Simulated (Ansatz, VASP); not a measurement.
Two plane-wave programs on WCl2F2

```
CELL_PARAMETERS angstrom
-2.68000 2.68000 3.03095
2.68000 -2.68000 3.03095
2.68000 2.68000 -3.03095
ATOMIC_POSITIONS crystal
W 0.00000 0.00000 0.00000
Cl 0.75000 0.25000 0.50000
Cl 0.25000 0.75000 0.50000
F 0.30141 0.30141 0.00000
F 0.69859 0.69859 0.00000
```

Change from the starting cell: species swapped into the EuSi2Au2 type (I4/mmm, No. 139).

Alike in both runs: functional PBE; k mesh 10 × 10 × 10; occupations gaussian, width 0.1 eV; no spin polarisation.

Ansatz relaxed the structure, and its values are those at the end. VASP's run is a single point on that final structure, the one shown.

|  | VASP | Ansatz |
| --- | --- | --- |
| version | VASP 6.6.1 | Ansatz 0.2.0 |
| potentials or method | VASP PAW PBE potentials, release 64 (W_sv, Cl, F), cutoff 520 eV | scalar-relativistic, plane waves, PAW |
| valence electrons in the cell | 42 | 42 |

Ansatz gave:

```
gap on the k mesh at the Fermi level (eV) : none
pressure (GPa)                            : 0.0
rms of the force components (eV/Å)        : 0.001
```

Q: Which values does VASP return?

A: gap on the k mesh at the Fermi level (eV): none; pressure (GPa): 0.8; rms of the force components (eV/Å): 0.162.

A gap of «none» marks a metal or a gap that the smearing closes. The functional is the same, so the differences come from potentials, cutoffs and numerics.

Neither program's run includes spin-orbit coupling.
